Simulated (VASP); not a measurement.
Set up this calculation in VASP 6.6.1, as the native input.

* Task: relaxation of cell and atoms
* Functional: PBE
* Potentials or basis: VASP PAW PBE potentials, release 64 (Cd, Se, S)
* Cutoff: 600 eV
* k mesh: 3 × 3 × 3
* Occupations: gaussian, width 0.1 eV
* Spin: no spin polarisation
* Dipole correction: no
* Further INCAR settings: ALGO = Normal; EDIFF = 1e-07; IBRION = 2; EDIFFG = -0.04; NSW = 90; ISIF = 3

The structure of Cd2Se3S lies in POSCAR:

```
Cd2Se3S
1.0
    3.4325641000      1.9817918100      4.0592696100
   -3.4325641000      1.9817918100      4.0592696100
    0.0000000000     -3.9635836100      4.0592696100
Cd Se S
2 3 1
Direct
    0.7280314300      0.7280314300      0.7280314300
    0.2719685700      0.2719685700      0.2719685700
    0.5000000000      0.5000000000      0.0000000000
    0.0000000000      0.5000000000      0.5000000000
    0.5000000000      0.0000000000      0.5000000000
    0.0000000000      0.0000000000      0.0000000000
```

The cell was built from a structure type or drawn by symmetry, and may not be a known phase.

These files were run (other wordings do the same):

INCAR

```
ALGO = Normal
EDIFF = 1E-7
EDIFFG = -0.04
ENCUT = 600
GGA = PE
IBRION = 2
ISIF = 3
ISMEAR = 0
LASPH = True
LCHARG = False
LREAL = False
LWAVE = False
NELM = 60
NSW = 90
PREC = Accurate
SIGMA = 0.1
```

KPOINTS

```
k-points
0
Gamma
  3 3 3
```

Potentials or basis: VASP PAW PBE potentials, release 64 (Cd, Se, S).

Run with:

```bash
$ cat potpaw_PBE.64/Cd/POTCAR potpaw_PBE.64/Se/POTCAR potpaw_PBE.64/S/POTCAR > POTCAR
$ mpirun -np 1 vasp_std > vasp.out
```

Results of the run:

```yaml
Relaxed_volume: 33.71 Å³/atom
Relaxed_cell: a = 5.870 Å, b = 5.870 Å, c = 5.870 Å, α = 89.71°, β = 89.71°, γ = 89.71°
Space_group_after_relaxing_to_0.1_Å: R-3m (No. 166)
Pressure_after_relaxing: 0.0 GPa
Largest_force_after_relaxing: 0.036 eV/Å
Band_gap_on_the_k_mesh: zero (bands 24 and 25 overlap by 0.56 eV)
```

Caveat: the k points lie up to 0.36 Å⁻¹ apart in the final cell, too coarse for converged energies and pressures of a metal; the volume moved by over 15 % at a fixed basis, so the end points are rough; semilocal functionals underestimate gaps, so a narrow gap can read as zero.

It took 8 min on 1 thread of AMD EPYC 9R45 96-Core Processor (Zen 5), with other jobs on the host, peak memory 0.33 GiB.
